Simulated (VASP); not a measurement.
Set up this calculation in VASP 6.6.1, as the native input.

- Task: relaxation of shape and atoms at fixed volume
- Functional: PBE
- Potentials or basis: VASP PAW PBE potentials, release 64 (Sn_d, Te)
- Cutoff: 600 eV
- k mesh: 9 × 9 × 5
- Occupations: fermi-dirac, width 0.05 eV
- Spin: no spin polarisation
- Dipole correction: no
- Further INCAR settings: ALGO = Normal; EDIFF = 1e-06; IBRION = 2; EDIFFG = -0.005; NSW = 50; ISIF = 4

The structure of SnTe (wurtzite type) lies in POSCAR:

```
SnTe
1.0
    4.8718066343      0.0000000000      0.0000000000
   -2.4359033172      4.2191083076      0.0000000000
    0.0000000000      0.0000000000      5.8556788384
Sn Te
2 2
Direct
    0.3333333333      0.6666666667     -0.0458521505
    0.6666666667      0.3333333333      0.4541478495
    0.3333333333      0.6666666667      0.4218521505
    0.6666666667      0.3333333333      0.9218521505
```

One way to write it, as run:

INCAR

```
SYSTEM = SnTe
  PREC = Accurate
  ENCUT = 600
  EDIFF = 1E-6
  ISMEAR = -1
  SIGMA = 0.05
  LREAL = .FALSE.
  LASPH = .TRUE.
  NELM = 100
  ALGO = Normal
  ISIF = 4
  LWAVE = .FALSE.
  LCHARG = .FALSE.
  GGA = PE
  IBRION = 2
  NSW = 50
  EDIFFG = -0.005
```

KPOINTS

```
Automatic mesh
0
G
  9 9 5
  0 0 0
```

Potentials or basis: VASP PAW PBE potentials, release 64 (Sn_d, Te).

Run with:

```bash
$ cat potpaw_PBE.64/Sn_d/POTCAR potpaw_PBE.64/Te/POTCAR > POTCAR
$ mpirun -np 1 vasp_std > vasp.out
```

It gave:

```json
{"Energy gained by relaxing": "33.2 meV/atom", "Ionic steps": "8", "Pressure after relaxing": "17.6 GPa", "Band gap on the k mesh": "zero (bands 20 and 21 overlap by 0.21 eV)"}
```

Caveat: semilocal functionals underestimate gaps, and a narrow one can read as zero; spin-orbit coupling is left out, which moves the levels of the heavy elements.

Run time: 16 min on 1 thread of Intel Xeon 8259CL (shared host), peak memory 0.34 GiB.
